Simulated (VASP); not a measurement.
A run of VASP 6.6.1:

File INCAR:

```
ALGO = Normal ; EDIFF = 1E-7
ENCUT = 520 ; GGA = PE
ISIF = 2 ; ISMEAR = 0
IVDW = 12 ; LASPH = True
LCHARG = True ; LELF = True
LREAL = False ; LVHAR = True
LWAVE = False ; NBANDS = 35
NELM = 80 ; PREC = Accurate
SIGMA = 0.05
```

KPOINTS

```
k-points
0
Gamma
  12 12 4
```

The input POSCAR:

```
MoS2
1.0
    3.1493579417      0.0000000000      0.0000000000
   -1.5746789709      2.7274239831      0.0000000000
    0.0000000000      0.0000000000     12.0917670417
Mo S
2 4
Direct
    0.3333333333      0.6666666667      0.2500000000
    0.6666666667      0.3333333333      0.7500000000
    0.3200057392      0.6400114783      0.6171887644
    0.6533390725      0.3066781450      0.1171887644
    0.3466609275      0.6933218550      0.8828112356
    0.6799942608      0.3599885217      0.3828112356
```

Potentials or basis: VASP PAW PBE potentials, release 64 (Mo_sv, S).

Launch:

```console
$ cat potpaw_PBE.64/Mo_sv/POTCAR potpaw_PBE.64/S/POTCAR > POTCAR
$ mpirun -np 1 vasp_std > vasp.out
```

Hardware: 1 thread of Intel Xeon 8259CL (shared host).

Q: How long does it take, and how much memory?

A: It took 12 min on 1 thread of Intel Xeon 8259CL, on a shared host, peak memory 0.56 GiB. Counts: scf iterations 17, k points 164.
